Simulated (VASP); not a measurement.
Input of a VASP 6.6.1 run:

INCAR

```
SYSTEM = Au
PREC     = Accurate       ! precision mode
ENCUT    = 520            ! plane-wave cutoff, eV
EDIFF    = 1E-6           ! SCF threshold, eV
ISMEAR   = -1             ! smearing method
SIGMA    = 0.1            ! smearing width, eV
LREAL    = .FALSE.        ! projectors in reciprocal space
LASPH    = .TRUE.         ! aspherical terms in the spheres
NELM     = 80             ! most SCF steps
ALGO     = Normal         ! electronic algorithm
ISIF     = 2              ! what is computed and relaxed
LWAVE    = .FALSE.        ! write WAVECAR
LCHARG   = .FALSE.        ! write CHGCAR
GGA      = CA             ! functional
NBANDS   = 12             ! bands
```

KPOINTS

```
Automatic mesh
0
G
  8 8 8
  0 0 0
```

The input POSCAR:

```
Au
1.0
    0.0000000000      2.0229622709      2.0229622709
    2.0229622709      0.0000000000      2.0229622709
    2.0229622709      2.0229622709      0.0000000000
Au
1
Direct
    0.0000000000      0.0000000000      0.0000000000
```

Potentials or basis: VASP PAW LDA potentials, release 64 (Au).

Run with:

```sh
$ cat potpaw_LDA.64/Au/POTCAR > POTCAR
$ mpirun -np 1 vasp_std > vasp.out
```

What does it give for the pressure?

1.7 GPa.
